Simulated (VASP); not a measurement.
A run of VASP 6.6.1:

Contents of INCAR:

```
SYSTEM = Zn8HS8
PREC = Accurate
ENCUT = 520
EDIFF = 1E-6
ISMEAR = 0
SIGMA = 0.02
LREAL = Auto
LASPH = .True.
NELM = 80
ALGO = Normal
ISIF = 2
LWAVE = .False.
LCHARG = .False.
GGA = PE
NBANDS = 86
NELECT = 144.0
```

Contents of KPOINTS:

```
Automatic mesh
0
Gamma
  2 2 2
  0 0 0
```

Contents of POSCAR:

```
Zn8HS8
1.0
    5.4423087469      0.0000000000      5.4423087469
    0.0000000000     -5.4423087469      5.4423087469
    5.4423087469     -5.4423087469      0.0000000000
Zn S H
8 8 1
Direct
    0.5108184569      1.0115995080     -0.0050085001
    0.4932077185      0.5171988697      0.0012338182
    0.0165907661      0.9938627643      0.0011657020
    0.0165774884      0.5172045096      0.0011463499
    0.5050815605      1.0056699190      0.4985347518
    0.5050512273      0.5196364768      0.4985105333
    0.0189432738      1.0056925744      0.4984976163
    0.0456298535      0.5460210438      0.3909491732
    0.3869370454      0.8876249391      0.3667359581
    0.3896941660      0.3821089971      0.3749819009
    0.8815139976      0.8901757159      0.3750072554
    0.8814646540      0.3821287002      0.3748994386
    0.3860037146      0.8866138048      0.8707069525
    0.3859999363      0.3856011045      0.8706397710
    0.8849134351      0.8866260213      0.8706817676
    0.8663812997      0.3671690736      0.9281416417
   -0.0620124216      0.4387667097      0.7132110173
```

Potentials or basis: VASP PAW PBE potentials, release 64 (Zn, S, H).

The run is started by

```console
$ cat potpaw_PBE.64/Zn/POTCAR potpaw_PBE.64/S/POTCAR potpaw_PBE.64/H/POTCAR > POTCAR
$ mpirun -np 1 vasp_std > vasp.out
```

Hardware: 1 thread of Intel(R) Xeon(R) 6975P-C (Granite Rapids) (shared host).

Q: Estimate the wall time of this run.

A: It took 6 min on 1 thread of Intel(R) Xeon(R) 6975P-C (Granite Rapids), with other jobs on the host, peak memory 0.53 GiB. Counts: scf iterations 16, k points 8.
